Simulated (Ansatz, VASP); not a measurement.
**BAs: VASP beside Ansatz**

POSCAR

```
BAs
1.0
    0.0000000000      2.3918676074      2.3918676074
    2.2722742270      0.0000000000      2.3918676074
    2.2722742270      2.3918676074      0.0000000000
B As
1 1
Direct
    0.0000000000      0.0000000000      0.0000000000
    0.2500000000      0.2500000000      0.2500000000
```

The input INCAR.step1:

```
ALGO = Normal ; EDIFF = 1E-4
ENCUT = 520 ; GGA = PE
ISMEAR = 0 ; LASPH = T
LCHARG = F ; LREAL = F
LWAVE = T ; NBANDS = 11
NELM = 60 ; PREC = Accurate
SIGMA = 0.01
```

File INCAR.step2:

```
ALGO = Normal ; EDIFF = 1E-6
ENCUT = 520 ; ISIF = 2
ISMEAR = 0 ; ISTART = 1
LASPH = T ; LCHARG = F
LMIXTAU = T ; LREAL = F
LWAVE = F ; METAGGA = R2SCAN
NBANDS = 11 ; NELM = 60
PREC = Accurate ; SIGMA = 0.01
```

File KPOINTS:

```
k-points
0
Gamma
  10 10 10
```

Input for Ansatz:

```yaml
crystal:
  lattice:
    - [0.0, 2.3918676074, 2.3918676074]
    - [2.272274227, 0.0, 2.3918676074]
    - [2.272274227, 2.3918676074, 0.0]
  atoms:
    - { symbol: B, position: [0.0, 0.0, 0.0] }
    - { symbol: As, position: [0.25, 0.25, 0.25] }
kpoints:
  mp_grid: { grid: [10, 10, 10] }
  band_path:
    path:
      - [0.0, 0.0, 0.0]
      - [-0.5, -0.5, 0.0]
      - [-0.375, -0.375, 0.25]
      - [-0.375, 0.0, 0.375]
      - [0.0, 0.0, 0.5]
      - [-0.5, -0.25, 0.25]
      - [0.0, 0.401042, 0.401042]
    npoints: 1
hamiltonian:
  xc: r2scan
scf:
  occupations: { method: fixed }
  n_extra_bands: 4
output:
  forces: true
  stress: true
  eigenvalues: true
```

Change from the starting cell: uniaxial_x strain -5.0%.

Alike in both runs: task single point; functional r2SCAN; k mesh 10 × 10 × 10; no spin polarisation.

|  | VASP | Ansatz |
| --- | --- | --- |
| version | VASP 6.6.1 | Ansatz 0.2.0 |
| potentials or method | VASP PAW PBE potentials, release 64 (B, As) | plane waves, PAW |
| plane-wave cutoff (eV) | 520 | 500 |
| occupations | gaussian, width 0.01 eV | fixed |
| valence electrons in the cell | 8 | 18 |

Ansatz gave:

- gap on the k mesh at the Fermi level (eV): 0.50
- pressure (GPa): 8.0
- traceless stress, the component that is largest in VASP (GPa): 7.36

Task: What did VASP give for the same quantities?

Result: gap on the k mesh at the Fermi level (eV): 0.50; pressure (GPa): 8.4; traceless stress, the component that is largest in VASP (GPa): 7.34.

VASP's potentials were made for PBE, not for r2SCAN. VASP's potentials hold 8 valence electrons a cell and Ansatz's 18, so a difference there can come from the potentials and not from the codes.
